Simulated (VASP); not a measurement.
Wanted: the native input for a VASP 6.6.1 run.

| Quantity | Value |
| --- | --- |
| Task | single point |
| Functional | PBE |
| Potentials or basis | VASP PAW PBE potentials, release 64 (P) |
| Cutoff | 520 eV |
| k mesh | 6 × 6 × 6 |
| Occupations | gaussian, width 0.1 eV |
| Spin | no spin polarisation |
| Dipole correction | no |
| Further INCAR settings | ALGO = Normal; EDIFF = 1e-06; NBANDS = 12 |

The structure of P lies in POSCAR:

```
P
1.0
    3.0311471183     -1.7291866435      0.0000000000
    3.0311471183      1.7291866435      0.0000000000
   -2.0171485889      0.0000000000      3.1127438868
P
2
Direct
    0.2286007838      0.2286007838      0.6840378331
    0.7713992162      0.7713992162      0.3159621669
```

One way to write it, as run:

INCAR

```
SYSTEM = P
PREC = Accurate
ENCUT = 520
EDIFF = 1E-6
ISMEAR = 0
SIGMA = 0.1
LREAL = .FALSE.
LASPH = .TRUE.
NELM = 100
ALGO = Normal
ISIF = 2
LWAVE = .FALSE.
LCHARG = .FALSE.
GGA = PE
NBANDS = 12
```

KPOINTS

```
regular mesh
0
G
  6 6 6
  0 0 0
```

Potentials or basis: VASP PAW PBE potentials, release 64 (P).

Launch:

```bash
$ cat potpaw_PBE.64/P/POTCAR > POTCAR
$ mpirun -np 1 vasp_std > vasp.out
```

Results of the run:

The pressure is -0.1 GPa, the largest force is 0.201 eV/Å and the band gap on the k mesh is zero (bands 5 and 6 overlap by 0.77 eV).

Caveat: the k points lie up to 0.37 Å⁻¹ apart, too coarse for converged energies and pressures of a metal.

It took 31 s on 1 thread of Oxide Virtual Turin-like Processor, on a shared host, peak memory 0.12 GiB.
